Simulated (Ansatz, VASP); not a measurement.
## Sn3PbSe4: VASP beside Ansatz

Contents of INCAR:

```
  PREC = Accurate
  ENCUT = 520
  EDIFF = 1E-6
  ISMEAR = 0
  SIGMA = 0.1
  LREAL = False
  LASPH = True
  NELM = 80
  ALGO = Normal
  ISIF = 2
  LWAVE = False
  LCHARG = False
  GGA = PE
  NBANDS = 50
```

Contents of KPOINTS:

```
Automatic mesh
0
Gamma
  6 6 6
```

POSCAR

```
Sn3PbSe4
1.0
    6.0419958261      0.0000000000      0.0000000000
    0.0000000000      6.0419958261      0.0000000000
    0.0000000000      0.0000000000      6.0419958261
Sn Pb Se
3 1 4
Direct
    0.5000000000      0.0000000000      0.0000000000
    0.0000000000      0.0000000000      0.5000000000
    0.0000000000      0.5000000000      0.0000000000
    0.5000000000      0.5000000000      0.5000000000
    0.0000000000      0.5000000000      0.5000000000
    0.5000000000      0.5000000000      0.0000000000
    0.0000000000      0.0000000000      0.0000000000
    0.5000000000      0.0000000000      0.5000000000
```

Input for Ansatz:

```yaml
crystal:
  lattice:
    - [6.0419958261, 0.0, 0.0]
    - [0.0, 6.0419958261, 0.0]
    - [0.0, 0.0, 6.0419958261]
  atoms:
    - { symbol: Sn, position: [0.5, 0.0, 0.0] }
    - { symbol: Sn, position: [0.0, 0.0, 0.5] }
    - { symbol: Sn, position: [0.0, 0.5, 0.0] }
    - { symbol: Pb, position: [0.5, 0.5, 0.5] }
    - { symbol: Se, position: [0.0, 0.5, 0.5] }
    - { symbol: Se, position: [0.5, 0.5, 0.0] }
    - { symbol: Se, position: [0.0, 0.0, 0.0] }
    - { symbol: Se, position: [0.5, 0.0, 0.5] }
basis:
  ecutwfc: 420
kpoints:
  mp_grid: { grid: [6, 6, 6] }
hamiltonian:
  xc: pbe
scf:
  occupations: { method: gaussian, width: 0.1 }
output:
  forces: true
  stress: true
  eigenvalues: true
```

Alike in both runs: task single point; functional PBE; k mesh 6 × 6 × 6; occupations gaussian, width 0.1 eV; no spin polarisation.

```csv
,VASP,Ansatz
version,VASP 6.6.1,Ansatz 0.2.0
potentials or method,"VASP PAW PBE potentials, release 64 (Sn_d, Pb_d, Se), cutoff 520 eV","scalar-relativistic, plane waves, PAW"
valence electrons in the cell,80,120
```

|  | VASP | Ansatz | Ansatz less VASP |
| --- | --- | --- | --- |
| gap on the k mesh at the Fermi level (eV) | none | none | - |
| pressure (GPa) | 1.5 | 1.6 | +0.01 |

A gap of «none» marks a metal or a gap that the smearing closes. With one functional, cell and mesh, what is left measures potentials, basis and numerics. VASP's potentials hold 80 valence electrons a cell and Ansatz's 120, so a difference there can come from the potentials and not from the codes.

Spin-orbit coupling is off throughout.
